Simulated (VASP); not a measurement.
TaSi3:

```
Ta Si
1.0
     3.92556    0.00000    0.00000
     0.00000    3.92556    0.00000
     0.00000    0.00000    3.92556
Ta Si
1 3
Direct
  0.00000 0.00000 0.00000
  0.00000 0.50000 0.50000
  0.50000 0.00000 0.50000
  0.50000 0.50000 0.00000
```

| Quantity | Value |
| --- | --- |
| Program | VASP 6.6.1 |
| Task | relaxation of cell and atoms |
| Functional | PBE |
| Potentials or basis | VASP PAW PBE potentials, release 64 (Ta_pv, Si) |
| Cutoff | 600 eV |
| k mesh | 12 × 12 × 12 |
| Occupations | gaussian, width 0.1 eV |
| Spin | no spin polarisation |

At the start: pressure -3.4 GPa; volume 15.12 Å³/atom.

Question: How do energy, volume and symmetry change on relaxing?

Answer: Over 3 steps the energy falls by 4.2 meV/atom and the volume is 14.74 Å³/atom (-2.5 %); space group Pm-3m (No. 221, to 0.05 Å).

The path:
```tsv
step	energy change (eV)	largest force (eV/Å)	pressure (GPa)	volume (Å³)
1	0.0000	0.0000	-3.41	60.49
2	-0.0051	0.0000	3.13	57.72
3	-0.0168	0.0000	0.01	58.95
```

Final structure:
```
Ta Si
1.0
     3.89197    0.00000    0.00000
     0.00000    3.89197    0.00000
     0.00000    0.00000    3.89197
Ta Si
1 3
Cartesian
  0.0000 0.0000 0.0000
  0.0000 1.9460 1.9460
  1.9460 0.0000 1.9460
  1.9460 1.9460 0.0000
```
